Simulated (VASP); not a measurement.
# Ir3Cl in VASP: a series of runs

Runs on Ir3Cl. Level: PBE. Tasks: single point, relaxation of the atoms.

Everything below comes from runs of VASP 6.6.1. Logs are shortened: lines on timing, memory, paths and dates and some standing lists are left out, and cuts for length are marked.

## (1) The cell of the first run

The cell holds a slab with vacuum, 4 atoms: a = 2.737 Å, b = 2.737 Å, c = 19.188 Å, α = 90.00°, β = 90.00°, γ = 90.00°.

## (2) Single point, PBE

INCAR reads:

```
SYSTEM = Ir3Cl
PREC = Accurate
ENCUT = 520
EDIFF = 1E-6
ISMEAR = 0
SIGMA = 0.1
LREAL = .FALSE.
LASPH = .TRUE.
NELM = 60
ALGO = Normal
ISIF = 2
LWAVE = .FALSE.
LCHARG = .FALSE.
LDIPOL = .TRUE.
IDIPOL = 3
DIPOL = 0.5 0.5 0.357
GGA = PE
NBANDS = 25
```

KPOINTS reads:

```
Automatic mesh
0
G
  10 10 1
  0 0 0
```

POSCAR reads:

```
Ir3Cl
1.0
    2.7367600872      0.0000000000      0.0000000000
    0.0000000000      2.7367600872      0.0000000000
    0.0000000000      0.0000000000     19.1883373024
Ir Cl
3 1
Direct
    0.5000000000      0.5000000000      0.2084599586
    0.0000000000      0.0000000000      0.3045662598
    0.5000000000      0.5000000000      0.4006776190
    0.5000000000      0.8333333333      0.5132950884
```

Potentials or basis: VASP PAW PBE potentials, release 64 (Ir, Cl).

The run is started by

```console
$ cat potpaw_PBE.64/Ir/POTCAR potpaw_PBE.64/Cl/POTCAR > POTCAR
$ mpirun -np 1 vasp_std > vasp.out
```

OUTCAR:

```text
SYSTEM = Ir3Cl
   PREC = Accurate
   ENCUT = 520
   EDIFF = 1E-6
   ISMEAR = 0
   LREAL = .FALSE.
   LASPH = .TRUE.
   NELM = 60
   ISIF = 2
   GGA = PE

 ion  position               nearest neighbor table
   1  0.500  0.500  0.208-   2 2.67   2 2.67   2 2.67   2 2.67
   2  0.000  0.000  0.305-   1 2.67   1 2.67   1 2.67   1 2.67   3 2.67   3 2.67   3 2.67   3 2.67

   3  0.500  0.500  0.401-   4 2.35   2 2.67   2 2.67   2 2.67   2 2.67   4 2.83
   4  0.500  0.833  0.513-   3 2.35   3 2.83

  LATTYP: Found a simple tetragonal cell.
 ALAT       =     2.7367600872
 C/A-ratio  =     7.0113333617

  Lattice vectors:

 A1 = (   2.7367600872,   0.0000000000,   0.0000000000)
 A2 = (   0.0000000000,   2.7367600872,   0.0000000000)
 A3 = (   0.0000000000,   0.0000000000,  19.1883373024)

Analysis of symmetry for initial positions (statically):
=====================================================================
 Subroutine PRICEL returns:
 Original cell was already a primitive cell.

 Routine SETGRP: Setting up the symmetry group for a
 simple tetragonal supercell.

 Subroutine GETGRP returns: Found  2 space group operations
 (whereof  2 operations were pure point group operations)
 out of a pool of 16 trial point group operations.

The static configuration has the point symmetry C_1h.

Analysis of symmetry for dynamics (positions and initial velocities):
=====================================================================
 Subroutine PRICEL returns:
 Original cell was already a primitive cell.

 Routine SETGRP: Setting up the symmetry group for a
 simple tetragonal supercell.

 Subroutine GETGRP returns: Found  2 space group operations
 (whereof  2 operations were pure point group operations)
 out of a pool of 16 trial point group operations.

The dynamic configuration has the point symmetry C_1h.

 Subroutine INISYM returns: Found  2 space group operations
 (whereof  2 operations are pure point group operations),
 and found     1 'primitive' translations

----------------------------------------------------------------------------------------

                                     Primitive cell

  volume of cell :     143.7179

  direct lattice vectors                    reciprocal lattice vectors
     2.736760087  0.000000000  0.000000000     0.365395566  0.000000000  0.000000000
     0.000000000  2.736760087  0.000000000     0.000000000  0.365395566  0.000000000
     0.000000000  0.000000000 19.188337302     0.000000000  0.000000000  0.052114990

  length of vectors
[... 95 lines left out ...]
   TEBEG  =    0.0;   TEEND  =   0.0 temperature during run
   PSTRESS=    0.0 pullay stress
   NELECT =      34.0000    total number of electrons
   NUPDOWN=      -1.0000    fix difference up-down
   EMIN   =  10.00;   EMAX   =-10.00  energy-range for DOS
   EFERMI =   0.00;   METHOD = LEGACY
   ISMEAR =     0;   SIGMA  =   0.10  broadening in eV -4-tet -1-fermi 0-gaus
   EFERMI_NEDOS =   21; number of points for ismear=-14 and -15
   IALGO  =     38    algorithm
   IMIX   =      4    mixing-type and parameters
     AMIX     =   0.40;   BMIX     =  1.00
     AMIX_MAG =   1.60;   BMIX_MAG =  1.00
  volume/ion in A,a.u.               =      35.93       242.46
  Fermi-wavevector in a.u.,A,eV,Ry     =   1.012506  1.913359 13.948258  1.025168
  Thomas-Fermi vector in A             =   2.145619
   LORBIT       =      0    0 simple, 1 ext, 2 COOP (PROOUT), +10 PAW based schemes
   GGA     = PE    functional components
   LHFCALC =     F    Hartree Fock is set to
   AEXX    =    0.0000 exact exchange contribution
   IVDW    =     0    specifies the selected vdW correction
   LEPSILON=     F    determine dielectric tensor
   LRPA    =     F    only Hartree local field effects (RPA)
 non-spin polarized calculation
 Gauss-broadening in eV      SIGMA  =   0.10
  energy-cutoff  :      520.00
  volume of cell :      143.72
 maximum number of plane-waves:      3910
   NGX = 11   NGY = 11   NGZ = 71

 dipolmoment           0.000000      0.000000     -0.010103 electrons x Angstroem

 number of electron      33.9999996 magnetization

 dipolmoment           0.000000      0.000000      0.001028 electrons x Angstroem

 Free energy of the ion-electron system (eV)
  ---------------------------------------------------
  ext. energy  EPLUGINS =         0.00000000
  ---------------------------------------------------
  free energy    TOTEN  =       -26.22773159 eV

  energy without entropy =      -26.21315163  energy(sigma->0) =      -26.22044161

 E-fermi :   0.5440     XC(G=0):  -6.2493

 val. band max:        0.5355248620   @ k =   0.3000   0.0000   0.0000
 cond. band min:       0.5786392285   @ k =   0.2000   0.1000   0.0000
 fundamental gap:      0.0431143665
 Fermi energy:         0.5440279642

 k-point     1 :       0.0000    0.0000    0.0000
  band No.  band energies     occupation
      1     -16.5074      2.00000
      2      -9.3393      2.00000
      3      -6.8905      2.00000
      4      -6.4768      2.00000
      5      -6.2521      2.00000
      6      -5.0203      2.00000
[... 661 lines left out ...]
     24       8.2480      0.00000
     25       9.0556      0.00000

 [... further k-points ...]

------------------------ aborting loop because EDIFF is reached ----------------------------------------

 vacuum level on the upper side and lower side of the slab       (xc-potential included)        -0.196        -0.238

  FORCE on cell =-STRESS in cart. coord.  units (eV):
  Direction    XX          YY          ZZ          XY          YZ          ZX
  --------------------------------------------------------------------------------------
  -------------------------------------------------------------------------------------
  Total        1.3317347      2.5351041      1.1516843      0.0000000      0.1508081      0.0000000
  in kB       14.8462749     28.2615242     12.8390604      0.0000000      1.6812200      0.0000000
  external PRESSURE =      18.6489531 kB  Pullay stress =       0.0000000 kB

 VOLUME and BASIS-vectors are now :
 -----------------------------------------------------------------------------
  energy-cutoff  :      520.00
  volume of cell :      143.72
      direct lattice vectors                 reciprocal lattice vectors
     2.736760087  0.000000000  0.000000000     0.365395566  0.000000000  0.000000000
     0.000000000  2.736760087  0.000000000     0.000000000  0.365395566  0.000000000
     0.000000000  0.000000000 19.188337302     0.000000000  0.000000000  0.052114990

 POSITION                                       TOTAL-FORCE (eV/Angst)
 -----------------------------------------------------------------------------------
      1.36838      1.36838      4.00000         0.000000     -0.085525     -0.151229
      0.00000      0.00000      5.84412         0.000000      0.142422     -0.302123
      1.36838      1.36838      7.68834         0.000000     -0.101810      0.419942
      1.36838      2.28063      9.84928         0.000000      0.044914      0.033411
 -----------------------------------------------------------------------------------
    total drift:                                0.000000     -0.000087     -0.000347

  FREE ENERGIE OF THE ION-ELECTRON SYSTEM (eV)
  ---------------------------------------------------
  free  energy   TOTEN  =       -26.2277315867 eV

  energy  without entropy=      -26.2131516300  energy(sigma->0) =      -26.22044161

 vacuum level on the upper side and lower side of the slab         5.699         5.653
```

It took 1.8 min on 1 thread of Intel Xeon 6975P-C (Granite Rapids), shared host; peak memory 0.29 GiB.

Results:

| Property | Result |
| --- | --- |
| Free energy | -26.2277 eV |
| Largest force | 0.432 eV/Å |
| Band gap on the k mesh | zero (bands 17 and 18 overlap by 1.90 eV) |

Forces on the atoms (eV/Å):
```
Ir   0.000 -0.086 -0.151
Ir   0.000  0.142 -0.302
Ir   0.000 -0.102  0.420
Cl   0.000  0.045  0.033
```

Caveat: spin-orbit coupling is left out, which moves the levels of the heavy elements.

## (3) Single point, PBE

INCAR reads:

```
SYSTEM = Ir3Cl
  PREC = Accurate
  ENCUT = 520
  EDIFF = 1E-7
  ISMEAR = 0
  SIGMA = 0.1
  LREAL = .False.
  LASPH = .True.
  NELM = 60
  ALGO = Normal
  ISIF = 2
  LWAVE = .False.
  LCHARG = .False.
  LDIPOL = .True.
  IDIPOL = 3
  DIPOL = 0.5 0.5 0.358
  GGA = PE
  NBANDS = 25
```

KPOINTS reads:

```
regular mesh
0
Gamma
  10 10 1
  0 0 0
```

Changes to POSCAR since step 2:

```diff
@@ -11,2 +11,2 @@
     0.5000000000      0.5000000000      0.4006776190
-    0.5000000000      0.8333333333      0.5132950884
+    0.5000000000      0.6666666667      0.5179707811
```

Potentials or basis: VASP PAW PBE potentials, release 64 (Ir, Cl).

The run is started by

```console
$ cat potpaw_PBE.64/Ir/POTCAR potpaw_PBE.64/Cl/POTCAR > POTCAR
$ mpirun -np 1 vasp_std > vasp.out
```

Wall time 2.1 min (1 thread of Intel Xeon 6975P-C (Granite Rapids), shared host); peak memory 0.29 GiB.

Results (log left out):

```
Free energy            : -26.4029 eV
Largest force          : 0.694 eV/Å
Band gap on the k mesh : zero (bands 17 and 18 overlap by 2.12 eV)
```

Forces in eV/Å, atoms in the order of the input:
```
Ir   0.000  0.002 -0.292
Ir   0.000  0.054 -0.171
Ir   0.000  0.538  0.439
Cl   0.000 -0.594  0.024
```

Levels at points of the mesh, in eV from the Fermi level:
```csv
k point,band 13,band 14,band 15,band 16,band 17,band 18,band 19,band 20,band 21,band 22
"(0.00, 0.00, 0.00)",-1.33,-1.04,-0.99,-0.14,-0.12,0.38,0.99,1.04,1.07,1.18
"(0.50, 0.00, 0.00)",-1.62,-1.46,-0.79,0.37,0.64,0.67,0.90,0.98,2.54,2.77
"(0.00, 0.50, 0.00)",-1.64,-1.25,-0.97,0.38,0.51,0.66,1.05,1.17,2.52,2.78
"(0.50, 0.50, 0.00)",-0.18,0.09,0.21,1.27,1.45,1.82,2.22,3.66,3.93,6.12
```

Caveat: spin-orbit coupling is left out, which moves the levels of the heavy elements.

## (4) Single point, PBE

INCAR reads:

```
ALGO = Normal ; DIPOL = 0.5 0.5 0.354
EDIFF = 1E-7 ; ENCUT = 520
GGA = PE ; IDIPOL = 3
ISIF = 2 ; ISMEAR = 0
LASPH = T ; LCHARG = F
LDIPOL = T ; LREAL = F
LWAVE = F ; NBANDS = 25
NELM = 60 ; PREC = Accurate
SIGMA = 0.1
```

KPOINTS reads:

```
k-points
0
Gamma
  10 10 1
```

Changes to POSCAR since step 3:

```diff
@@ -11,2 +11,2 @@
     0.5000000000      0.5000000000      0.4006776190
-    0.5000000000      0.6666666667      0.5179707811
+    0.8333333333      1.0000000000      0.5041201615
```

The run is started by

```console
$ cat potpaw_PBE.64/Ir/POTCAR potpaw_PBE.64/Cl/POTCAR > POTCAR
$ mpirun -np 1 vasp_std > vasp.out
```

Run time: 2 min. Hardware: 1 thread of Intel Xeon 6975P-C (Granite Rapids), shared host; peak memory 0.3 GiB.

Results (log left out):

| Item | Value |
| --- | --- |
| Free energy | -25.8490 eV |
| Largest force | 0.536 eV/Å |
| Band gap on the k mesh | zero (bands 17 and 18 overlap by 1.76 eV) |

Forces in eV/Å, atoms in the order of the input:
```
Ir  -0.047  0.000 -0.103
Ir   0.201  0.000 -0.210
Ir   0.381  0.000  0.286
Cl  -0.535  0.000  0.027
```

Levels at points of the mesh, in eV from the Fermi level:
```tsv
k point	band 13	band 14	band 15	band 16	band 17	band 18	band 19	band 20	band 21	band 22
(0.00, 0.00, 0.00)	-1.44	-1.26	-1.14	-0.34	-0.29	0.24	0.73	0.95	1.00	1.15
(0.50, 0.00, 0.00)	-1.93	-1.08	-0.94	0.09	0.29	0.59	1.00	1.43	2.42	2.82
(0.00, 0.50, 0.00)	-1.81	-0.83	-0.74	0.14	0.24	0.55	0.75	1.71	2.42	3.14
(0.50, 0.50, 0.00)	-0.19	0.02	0.33	0.47	1.11	1.65	2.12	3.52	3.87	5.63
```

Caveat: spin-orbit coupling is left out, which moves the levels of the heavy elements.

## (5) Single point, PBE

INCAR reads:

```
PREC = Accurate
ENCUT = 520
EDIFF = 1E-7
ISMEAR = 0
SIGMA = 0.1
LREAL = F
LASPH = T
NELM = 60
ALGO = Normal
ISIF = 2
LWAVE = F
LCHARG = F
LDIPOL = T
IDIPOL = 3
DIPOL = 0.5 0.5 0.355
GGA = PE
NBANDS = 25
```

KPOINTS reads:

```
Automatic mesh
0
Gamma
  10 10 1
```

Changes to POSCAR since step 4:

```diff
@@ -11,2 +11,2 @@
     0.5000000000      0.5000000000      0.4006776190
-    0.8333333333      1.0000000000      0.5041201615
+    0.6666666667      1.0000000000      0.5051698767
```

The run is started by

```console
$ cat potpaw_PBE.64/Ir/POTCAR potpaw_PBE.64/Cl/POTCAR > POTCAR
$ mpirun -np 1 vasp_std > vasp.out
```

Wall time 1.9 min (1 thread of Intel Xeon 6975P-C (Granite Rapids), shared host); peak memory 0.29 GiB.

Results (log left out):

```
Free energy            : -26.1513 eV
Largest force          : 0.758 eV/Å
Band gap on the k mesh : zero (bands 17 and 18 overlap by 1.84 eV)
```

Forces in eV/Å, atoms in the order of the input:
```
Ir   0.011  0.000 -0.141
Ir   0.078  0.000 -0.377
Ir   0.568  0.000  0.502
Cl  -0.656  0.000  0.017
```

Levels at points of the mesh, in eV from the Fermi level:
| k point | band 15 | band 16 | band 17 | band 18 | band 19 | band 20 |
| --- | --- | --- | --- | --- | --- | --- |
| (0.00, 0.00, 0.00) | -1.10 | -0.37 | -0.26 | 0.22 | 0.86 | 0.96 |
| (0.50, 0.00, 0.00) | -1.25 | 0.18 | 0.42 | 0.55 | 1.02 | 1.21 |
| (0.00, 0.50, 0.00) | -0.71 | 0.10 | 0.23 | 0.58 | 0.77 | 1.77 |
| (0.50, 0.50, 0.00) | 0.51 | 0.72 | 1.18 | 1.58 | 2.16 | 3.29 |

Caveat: spin-orbit coupling is left out, which moves the levels of the heavy elements.

## (6) Relaxation of the atoms, PBE

INCAR reads:

```
SYSTEM = Ir3Cl
ALGO = Normal
DIPOL = 0.5 0.5 0.354
EDIFF = 1E-6
EDIFFG = -0.025
ENCUT = 520
GGA = PE
IBRION = 2
IDIPOL = 3
ISIF = 2
ISMEAR = 0
LASPH = .True.
LCHARG = .False.
LDIPOL = .True.
LREAL = .False.
LWAVE = .False.
NELM = 60
NSW = 36
PREC = Accurate
SIGMA = 0.1
```

KPOINTS reads:

```
k-points
0
Gamma
  10 10 1
  0 0 0
```

POSCAR reads:

```
Ir3Cl
1.0
    2.7367600872      0.0000000000      0.0000000000
    0.0000000000      2.7367600872      0.0000000000
    0.0000000000      0.0000000000     19.1883373425
Ir Cl
3 1
Selective dynamics
Direct
    0.5000000000      0.5000000000      0.2084599582  F F F
    0.0000000000      0.0000000000      0.3045662601  F F F
    0.5000000000      0.5000000000      0.4006776202  F F F
    0.6666666667      1.0000000000      0.5023036137  F F T
```

Potentials or basis: VASP PAW PBE potentials, release 64 (Ir, Cl).

The run is started by

```console
$ cat potpaw_PBE.64/Ir/POTCAR potpaw_PBE.64/Cl/POTCAR > POTCAR
$ mpirun -np 1 vasp_std > vasp.out
```

OUTCAR:

```text
SYSTEM = Ir3Cl
   EDIFF = 1E-6
   EDIFFG = -0.025
   ENCUT = 520
   GGA = PE
   IBRION = 2
   ISIF = 2
   ISMEAR = 0
   LASPH = .True.
   LREAL = .False.
   NELM = 60
   NSW = 36
   PREC = Accurate

 ion  position               nearest neighbor table
   1  0.500  0.500  0.208-   2 2.67   2 2.67   2 2.67   2 2.67
   2  0.000  0.000  0.305-   1 2.67   1 2.67   1 2.67   1 2.67   3 2.67   3 2.67   3 2.67   3 2.67

   3  0.500  0.500  0.401-   4 2.43   4 2.43   2 2.67   2 2.67   2 2.67   2 2.67
   4  0.667  0.000  0.502-   3 2.43   3 2.43

  LATTYP: Found a simple tetragonal cell.
 ALAT       =     2.7367600872
 C/A-ratio  =     7.0113333764

  Lattice vectors:

[... 323 lines left out ...]
  free energy    TOTEN  =       -26.15133518 eV

  energy without entropy =      -26.13436138  energy(sigma->0) =      -26.14284828

 E-fermi :   0.6604     XC(G=0):  -6.1939

 val. band max:        0.6307286126   @ k =  -0.3000   0.4000   0.0000
 cond. band min:       0.6657670402   @ k =   0.2000   0.0000   0.0000
 fundamental gap:      0.0350384275
 Fermi energy:         0.6603868991

 k-point     1 :       0.0000    0.0000    0.0000
  band No.  band energies     occupation
      1     -16.7429      2.00000
      2      -9.2897      2.00000
      3      -7.1106      2.00000
      4      -6.3698      2.00000
      5      -6.2095      2.00000
      6      -4.7982      2.00000
[... 565 lines left out ...]
     20       1.9437      0.00000
     21       3.7109      0.00000

 [... further k-points ...]

------------------------ aborting loop because EDIFF is reached ----------------------------------------

 vacuum level on the upper side and lower side of the slab       (xc-potential included)        -0.072         0.020

  FORCE on cell =-STRESS in cart. coord.  units (eV):
  Direction    XX          YY          ZZ          XY          YZ          ZX
  --------------------------------------------------------------------------------------
  -------------------------------------------------------------------------------------
  Total        3.2114170      2.8701062      1.1572219      0.0000000      0.0000000     -1.5024023
  in kB       35.8011090     31.9961515     12.9007933      0.0000000      0.0000000    -16.7488892
  external PRESSURE =      26.8993513 kB  Pullay stress =       0.0000000 kB
[... 19 lines left out ...]
  FREE ENERGIE OF THE ION-ELECTRON SYSTEM (eV)
  ---------------------------------------------------
  free  energy   TOTEN  =       -26.1513351797 eV

  energy  without entropy=      -26.1343613778  energy(sigma->0) =      -26.14284828

 reached required accuracy - stopping structural energy minimisation

 vacuum level on the upper side and lower side of the slab         5.744         5.842
```

It took 12 min on 1 thread of Intel Xeon 8259CL, shared host; peak memory 0.31 GiB.

What came out:

```
Free energy               : -26.1513 eV
Energy gained by relaxing : 2.7 meV/atom
Ionic steps               : 4
Band gap on the k mesh    : zero (bands 17 and 18 overlap by 1.84 eV)
```

Step by step:
```tsv
step	energy change (eV)	largest force on free atoms (eV/Å)	pressure (GPa)
1	0.0000	0.3865	3.45
2	-0.0059	0.2515	3.19
3	-0.0105	0.0481	2.60
4	-0.0107	0.0009	2.69
```

Final structure:
```
Ir Cl
1.0
     2.73676    0.00000    0.00000
     0.00000    2.73676    0.00000
     0.00000    0.00000   19.18834
Ir Cl
3 1
Direct
  0.50000 0.50000 0.20846
  0.00000 0.00000 0.30457
  0.50000 0.50000 0.40068
  0.66667 0.00000 0.50534
```

Caveat: spin-orbit coupling is left out, which moves the levels of the heavy elements.

## (7) Summary

| task | cell | atoms held fixed (from 0) | gap on the mesh (eV) | largest force (eV/Å) |
| --- | --- | --- | --- | --- |
| single point | as given, atomic positions A | - | none | 0.43 |
| single point | as given, atomic positions B | - | none | 0.69 |
| single point | as given, atomic positions C | - | none | 0.54 |
| single point | as given, atomic positions D | - | none | 0.76 |
| relaxation of the atoms | atoms relaxed, atomic positions E | [0, 1, 2, 3] | none | - |

Alike in all rows: level PBE; potentials or basis VASP PAW PBE potentials, release 64 (Ir, Cl); no spin polarisation; k mesh 10 × 10 × 1; cutoff (eV) 520; smearing gaussian 0.1 eV.

Caveats: spin-orbit coupling is left out, which moves the levels of the heavy elements.

Total energies depend on the potentials used, so only differences within one code and one set of settings carry meaning.
